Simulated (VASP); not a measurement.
Write the native input for VASP 6.6.1 that does the following.

```
Task                   : single point
Functional             : BLYP
Potentials or basis    : VASP PAW PBE potentials, release 64 (Pd)
Cutoff                 : 520 eV
k mesh                 : 16 × 16 × 16
Occupations            : fermi-dirac, width 0.05 eV
Spin                   : collinear spin
Starting moments       : [0.5, -0.5] μB
Dipole correction      : no
Further INCAR settings : ALGO = Normal; EDIFF = 1e-06; NBANDS = 21
```

The structure of Pd lies in POSCAR:

```
Pd
1.0
    3.2042064456      0.0000000000      0.0000000000
    0.0000000000      3.2042064456      0.0000000000
    0.0000000000      0.0000000000      3.2042064456
Pd
2
Direct
    0.0000000000      0.0000000000      0.0000000000
    0.5000000000      0.5000000000      0.5000000000
```

This isn't the form of Pd at room conditions, which is fcc.

These files were run (other wordings do the same):

INCAR

```
AGGAC = 1.0 ; AGGAX = 1.0
ALDAC = 0.0 ; ALDAX = 1.0
ALGO = Normal ; EDIFF = 1E-6
ENCUT = 520 ; GGA = B5
ISIF = 2 ; ISMEAR = -1
ISPIN = 2 ; LASPH = True
LCHARG = True ; LELF = True
LMAXMIX = 4 ; LORBIT = 11
LREAL = False ; LVHAR = True
LWAVE = False ; MAGMOM = 0.5 -0.5
NBANDS = 21 ; NELM = 150
PREC = Accurate ; SIGMA = 0.05
```

KPOINTS

```
k-points
0
Gamma
  16 16 16
```

Potentials or basis: VASP PAW PBE potentials, release 64 (Pd).

Command:

```console
$ cat potpaw_PBE.64/Pd/POTCAR > POTCAR
$ mpirun -np 1 vasp_std > vasp.out
```

Results of the run:

The pressure is 0.4 GPa, the band gap on the k mesh is zero (filled and empty bands overlap) and the net moment is 0.00 μB per cell. The valence electrons inside the program's atomic spheres are Pd 9.29.

Caveat: the PAW data sets were made with another functional, which shifts forces and pressure a little.

It took 46 s on 1 thread of Intel(R) Xeon(R) 6975P-C (Granite Rapids), with other jobs on the host, peak memory 0.26 GiB.
